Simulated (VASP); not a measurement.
Write the native input for VASP 6.6.1 that does the following.

```
Task                   : relaxation of cell and atoms
Functional             : LDA
Potentials or basis    : VASP PAW PBE potentials, release 64 (Lu, H)
Cutoff                 : 600 eV
k mesh                 : 8 × 8 × 8
Occupations            : gaussian, width 0.1 eV
Spin                   : no spin polarisation
Dipole correction      : no
Further INCAR settings : ALGO = Normal; EDIFF = 1e-07; IBRION = 2; EDIFFG = -0.02; NSW = 80; ISIF = 3
```

The structure of LuH2 lies in POSCAR:

```
LuH2
1.0
    0.0000000000      2.5150000000      2.5150000000
    2.5150000000      0.0000000000      2.5150000000
    2.5150000000      2.5150000000      0.0000000000
Lu H
1 2
Direct
    0.0000000000      0.0000000000      0.0000000000
    0.2500000000      0.2500000000      0.2500000000
    0.7500000000      0.7500000000      0.7500000000
```

One way to write it, as run:

INCAR

```
SYSTEM = LuH2
ALGO     = Normal         ! electronic algorithm
EDIFF    = 1E-7           ! SCF threshold, eV
EDIFFG   = -0.02          ! ionic threshold
ENCUT    = 600            ! plane-wave cutoff, eV
GGA      = CA             ! functional
GGA_COMPAT= .FALSE.      
IBRION   = 2              ! ionic algorithm
ISIF     = 3              ! what is computed and relaxed
ISMEAR   = 0              ! smearing method
LASPH    = .TRUE.         ! aspherical terms in the spheres
LCHARG   = .FALSE.        ! write CHGCAR
LREAL    = .FALSE.        ! projectors in reciprocal space
LWAVE    = .FALSE.        ! write WAVECAR
NELM     = 120            ! most SCF steps
NELMIN   = 4            
NSW      = 80             ! ionic steps
PREC     = Accurate       ! precision mode
SIGMA    = 0.1            ! smearing width, eV
```

KPOINTS

```
k-points
0
G
  8 8 8
  0 0 0
```

Potentials or basis: VASP PAW PBE potentials, release 64 (Lu, H).

Run with:

```console
$ cat potpaw_PBE.64/Lu/POTCAR potpaw_PBE.64/H/POTCAR > POTCAR
$ mpirun -np 1 vasp_std > vasp.out
```

Results of the run:

The relaxed volume is 9.94 Å³/atom. The relaxed cell is a = 3.481 Å, b = 3.481 Å, c = 3.481 Å, α = 60.00°, β = 60.00°, γ = 60.00° and the space group after relaxing (to 0.1 Å) is Fm-3m (No. 225). The energy gained by relaxing is 13.0 meV/atom. The ionic steps are 3. The pressure after relaxing is 0.0 GPa and the band gap on the k mesh is zero (an odd number of electrons rules out a gap without spin polarisation).

Caveat: the PAW data sets were made with another functional, which shifts forces and pressure a little; spin-orbit coupling is left out, which moves the levels of the heavy elements.

Run time: 35 s on 1 thread of AMD EPYC 9R45 96-Core Processor (Zen 5) (shared host), peak memory 0.14 GiB.
